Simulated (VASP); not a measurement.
# BN (Cmcm) in VASP: a series of runs, part 2 of 2

VASP 6.6.1.

### 3 Single point, PBEsol (strain -0.0300 x Voigt [1, -1, 0, 0, 0, 0])

File INCAR:

```
  ALGO = Normal
  EDIFF = 1E-6
  ENCUT = 520
  GGA = PS
  ISIF = 2
  ISMEAR = 0
  LASPH = T
  LCHARG = T
  LELF = T
  LREAL = F
  LVHAR = T
  LWAVE = F
  NBANDS = 16
  NELM = 100
  PREC = Accurate
  SIGMA = 0.05
```

File KPOINTS:

```
k-points
0
Gamma
  12 12 4
```

File POSCAR:

```
BN
1.0
    2.4288719532      0.0000000000      0.0000000000
   -1.2144359766      2.2335760396      0.0000000000
    0.0000000000      0.0000000000      6.6612000000
B N
2 2
Direct
    0.3333333333      0.6666666667      0.2500000000
    0.6666666667      0.3333333333      0.7500000000
    0.3333333333      0.6666666667      0.7500000000
    0.6666666667      0.3333333333      0.2500000000
```

Potentials or basis: VASP PAW PBE potentials, release 64 (B, N).

Run with:

```sh
$ cat potpaw_PBE.64/B/POTCAR potpaw_PBE.64/N/POTCAR > POTCAR
$ mpirun -np 1 vasp_std > vasp.out
```

Run time: 50 s. Hardware: 1 thread of Intel Xeon 6975P-C, shared host; peak memory 0.19 GiB.

Results (log left out):

```yaml
Free_energy: -36.4142 eV
Pressure: 1.8 GPa
Largest_force: 0.693 eV/Å
Band_gap_on_the_k_mesh: 3.84 eV, indirect (least direct gap 4.60 eV)
```

Forces on the atoms (eV/Å):
```
B    0.000  0.683  0.000
B    0.000 -0.683  0.000
N    0.000  0.693  0.000
N    0.000 -0.693  0.000
```

Stress tensor (GPa, compression positive):
```
 24.71   0.00   0.00
  0.00 -20.02   0.00
  0.00   0.00   0.70
```

Levels at points of the mesh, in eV from the valence-band top:
```
           k point  band 6  band 7  band 8  band 9  band 10  band 11
(0.00, 0.00, 0.00)   -1.51   -1.18   -1.14    4.94    10.06    10.11
(0.50, 0.00, 0.00)   -4.40   -1.32   -0.35    4.25     5.50     8.96
(0.00, 0.50, 0.00)   -3.52   -1.93   -0.82    3.84     5.54    10.05
(0.00, 0.00, 0.50)   -1.53   -1.16   -1.16    7.29     7.29    10.53
(0.50, 0.00, 0.50)   -4.44   -0.81   -0.81    4.65     4.65     9.23
(0.00, 0.50, 0.50)   -3.55   -1.37   -1.37    4.45     4.45    10.91
```

Caveat: the cell differs from its parent crystal (strain -0.0300 x Voigt [1, -1, 0, 0, 0, 0]); the PAW data sets were made with another functional, which shifts forces and pressure a little; this functional lacks dispersion, which binds the layers, so the pressure and a relaxed spacing across them are unreliable. A k mesh can miss the band edges.

### 4 Single point, PBEsol (strain +0.0200 x Voigt [1, -1, 0, 0, 0, 0])

File INCAR:

```
PREC = Accurate
ENCUT = 520
EDIFF = 1E-7
ISMEAR = 0
SIGMA = 0.05
LREAL = False
LASPH = True
NELM = 60
ALGO = Normal
ISIF = 2
LWAVE = False
LCHARG = True
GGA = PS
LELF = True
LVHAR = True
NBANDS = 16
```

File KPOINTS:

```
Automatic mesh
0
Gamma
  12 12 4
```

Changes to POSCAR since step 3:

```diff
@@ -2,4 +2,4 @@
 1.0
-    2.4288719532      0.0000000000      0.0000000000
-   -1.2144359766      2.2335760396      0.0000000000
+    2.5540715384      0.0000000000      0.0000000000
+   -1.2770357692      2.1251500182      0.0000000000
     0.0000000000      0.0000000000      6.6612000000
```

Run with:

```sh
$ cat potpaw_PBE.64/B/POTCAR potpaw_PBE.64/N/POTCAR > POTCAR
$ mpirun -np 1 vasp_std > vasp.out
```

Run time: 55 s. Hardware: 1 thread of Intel Xeon 6975P-C, shared host; peak memory 0.19 GiB.

It converged, with:

| Item | Value |
| --- | --- |
| Free energy | -36.4984 eV |
| Pressure | 1.2 GPa |
| Largest force | 0.583 eV/Å |
| Band gap on the k mesh | 4.04 eV, indirect (least direct gap 4.59 eV) |

Forces in eV/Å, atoms in the order of the input:
```
B    0.000 -0.576  0.000
B    0.000  0.576  0.000
N    0.000 -0.583  0.000
N    0.000  0.583  0.000
```

Stress tensor (GPa, compression positive):
```
-13.48   0.00   0.00
  0.00  16.46   0.00
  0.00   0.00   0.69
```

Levels at points of the mesh, in eV from the valence-band top:
```
           k point  band 5  band 6  band 7  band 8  band 9  band 10  band 11  band 12
(0.00, 0.00, 0.00)   -1.43   -1.39   -1.28   -1.24    4.97    10.08    11.03    11.16
(0.50, 0.00, 0.00)   -3.98   -3.91   -1.64   -0.59    4.04     5.54     9.66    10.28
(0.00, 0.50, 0.00)   -4.57   -4.50   -1.23   -0.29    4.30     5.49     8.81     9.02
(0.00, 0.00, 0.50)   -1.41   -1.41   -1.26   -1.26    7.35     7.35    11.09    11.09
(0.50, 0.00, 0.50)   -3.94   -3.94   -1.10   -1.10    4.56     4.56    10.19    10.19
(0.00, 0.50, 0.50)   -4.54   -4.54   -0.74   -0.74    4.67     4.67     9.04     9.04
```

Caveat: the cell differs from its parent crystal (strain +0.0200 x Voigt [1, -1, 0, 0, 0, 0]); the PAW data sets were made with another functional, which shifts forces and pressure a little; this functional lacks dispersion, which binds the layers, so the pressure and a relaxed spacing across them are unreliable. A k mesh can miss the band edges.

### 5 Single point, PBEsol (strain -0.0100 x Voigt [1, -1, 0, 0, 0, 0])

File INCAR:

```
PREC = Accurate ; ENCUT = 520
EDIFF = 1E-7 ; ISMEAR = 0
SIGMA = 0.05 ; LREAL = False
LASPH = True ; NELM = 80
ALGO = Normal ; ISIF = 2
LWAVE = False ; LCHARG = False
GGA = PS ; NBANDS = 16
```

KPOINTS is that of step 4.

Changes to POSCAR since step 4:

```diff
@@ -2,4 +2,4 @@
 1.0
-    2.5540715384      0.0000000000      0.0000000000
-   -1.2770357692      2.1251500182      0.0000000000
+    2.4789517873      0.0000000000      0.0000000000
+   -1.2394758937      2.1902056310      0.0000000000
     0.0000000000      0.0000000000      6.6612000000
```

Run with:

```sh
$ cat potpaw_PBE.64/B/POTCAR potpaw_PBE.64/N/POTCAR > POTCAR
$ mpirun -np 1 vasp_std > vasp.out
```

It took 48 s on 1 thread of Intel Xeon 6975P-C, shared host; peak memory 0.19 GiB.

Results (log left out):

- Free energy: -36.5491 eV
- Pressure: 0.9 GPa
- Largest force: 0.253 eV/Å
- Band gap on the k mesh: 4.07 eV, indirect (least direct gap 4.59 eV)

Forces in eV/Å, atoms in the order of the input:
```
B    0.000  0.249  0.000
B    0.000 -0.249  0.000
N    0.000  0.253  0.000
N    0.000 -0.253  0.000
```

Stress tensor (GPa, compression positive):
```
 8.39  0.00  0.00
 0.00 -6.52  0.00
 0.00  0.00  0.70
```

Levels at points of the mesh, in eV from the valence-band top:
| k point | band 5 | band 6 | band 7 | band 8 | band 9 | band 10 | band 11 | band 12 |
| --- | --- | --- | --- | --- | --- | --- | --- | --- |
| (0.00, 0.00, 0.00) | -1.38 | -1.34 | -1.27 | -1.24 | 5.01 | 10.12 | 11.12 | 11.36 |
| (0.50, 0.00, 0.00) | -4.25 | -4.18 | -1.41 | -0.41 | 4.20 | 5.55 | 9.29 | 9.67 |
| (0.00, 0.50, 0.00) | -3.95 | -3.89 | -1.61 | -0.56 | 4.07 | 5.57 | 9.69 | 10.30 |
| (0.00, 0.00, 0.50) | -1.36 | -1.36 | -1.25 | -1.25 | 7.40 | 7.40 | 11.28 | 11.28 |
| (0.50, 0.00, 0.50) | -4.22 | -4.22 | -0.89 | -0.89 | 4.65 | 4.65 | 9.65 | 9.65 |
| (0.00, 0.50, 0.50) | -3.92 | -3.92 | -1.07 | -1.07 | 4.59 | 4.59 | 10.22 | 10.22 |

Caveat: the cell differs from its parent crystal (strain -0.0100 x Voigt [1, -1, 0, 0, 0, 0]); the PAW data sets were made with another functional, which shifts forces and pressure a little; this functional lacks dispersion, which binds the layers, so the pressure and a relaxed spacing across them are unreliable. A k mesh can miss the band edges.

### 6 Single point, PBEsol (strain +0.0350 x Voigt [1, -1, 0, 0, 0, 0])

File INCAR:

```
ALGO = Normal ; EDIFF = 1E-6
ENCUT = 520 ; GGA = PS
ISIF = 2 ; ISMEAR = 0
LASPH = T ; LCHARG = T
LELF = T ; LREAL = F
LVHAR = T ; LWAVE = F
NBANDS = 16 ; NELM = 60
PREC = Accurate ; SIGMA = 0.05
```

File KPOINTS:

```
k-points
0
Gamma
  12 12 4
```

Changes to POSCAR since step 5:

```diff
@@ -2,4 +2,4 @@
 1.0
-    2.4789517873      0.0000000000      0.0000000000
-   -1.2394758937      2.1902056310      0.0000000000
+    2.5916314140      0.0000000000      0.0000000000
+   -1.2958157070      2.0926222118      0.0000000000
     0.0000000000      0.0000000000      6.6612000000
```

Potentials or basis: VASP PAW PBE potentials, release 64 (B, N).

Run with:

```sh
$ cat potpaw_PBE.64/B/POTCAR potpaw_PBE.64/N/POTCAR > POTCAR
$ mpirun -np 1 vasp_std > vasp.out
```

Wall time 44 s (1 thread of Intel Xeon 6975P-C, shared host); peak memory 0.19 GiB.

Results (log left out):

```
Free energy            : -36.3583 eV
Pressure               : 2.3 GPa
Largest force          : 1.100 eV/Å
Band gap on the k mesh : 3.94 eV, indirect (least direct gap 4.59 eV)
```

Forces on the atoms (eV/Å):
```
B    0.000 -1.087  0.000
B    0.000  1.087  0.000
N    0.000 -1.100  0.000
N    0.000  1.100  0.000
```

Stress tensor (GPa, compression positive):
```
-23.25   0.00   0.00
  0.00  29.35   0.00
  0.00   0.00   0.71
```

Levels at points of the mesh, in eV from the valence-band top:
```
           k point  band 6  band 7  band 8  band 9  band 10  band 11
(0.00, 0.00, 0.00)   -1.45   -1.28   -1.24    4.92    10.04    10.70
(0.50, 0.00, 0.00)   -3.78   -1.78   -0.70    3.94     5.53     9.81
(0.00, 0.50, 0.00)   -4.81   -1.07   -0.19    4.39     5.42     8.30
(0.00, 0.00, 0.50)   -1.47   -1.26   -1.26    7.27     7.27    10.76
(0.50, 0.00, 0.50)   -3.81   -1.23   -1.23    4.50     4.50    10.45
(0.00, 0.50, 0.50)   -4.85   -0.60   -0.60    4.69     4.69     8.44
```

Caveat: the cell differs from its parent crystal (strain +0.0350 x Voigt [1, -1, 0, 0, 0, 0]); the PAW data sets were made with another functional, which shifts forces and pressure a little; this functional lacks dispersion, which binds the layers, so the pressure and a relaxed spacing across them are unreliable.

### 7 Summary

```tsv
cell	gap on the mesh (eV)	pressure (GPa)	largest force (eV/Å)
a = 2.529, b = 2.492, c = 6.661 Å, angles 90.0, 90.0, 120.5°, 4 atoms	4.11	0.9	0.28
a = 2.429, b = 2.542, c = 6.661 Å, angles 90.0, 90.0, 118.5°, 4 atoms	3.84	1.8	0.69
a = 2.554, b = 2.479, c = 6.661 Å, angles 90.0, 90.0, 121.0°, 4 atoms	4.04	1.2	0.58
a = 2.479, b = 2.517, c = 6.661 Å, angles 90.0, 90.0, 119.5°, 4 atoms	4.07	0.9	0.25
a = 2.592, b = 2.461, c = 6.661 Å, angles 90.0, 90.0, 121.8°, 4 atoms	3.94	2.3	1.10
```

Alike in all rows: task single point; level PBEsol; potentials or basis VASP PAW PBE potentials, release 64 (B, N); no spin polarisation; k mesh 12 × 12 × 4; cutoff (eV) 520; smearing gaussian 0.05 eV.

Caveats: the PAW data sets were made with another functional, which shifts forces and pressure a little; this functional lacks dispersion, which binds the layers, so the pressure and a relaxed spacing across them are unreliable.

Absolute energies hang on the potentials; compare differences alone.
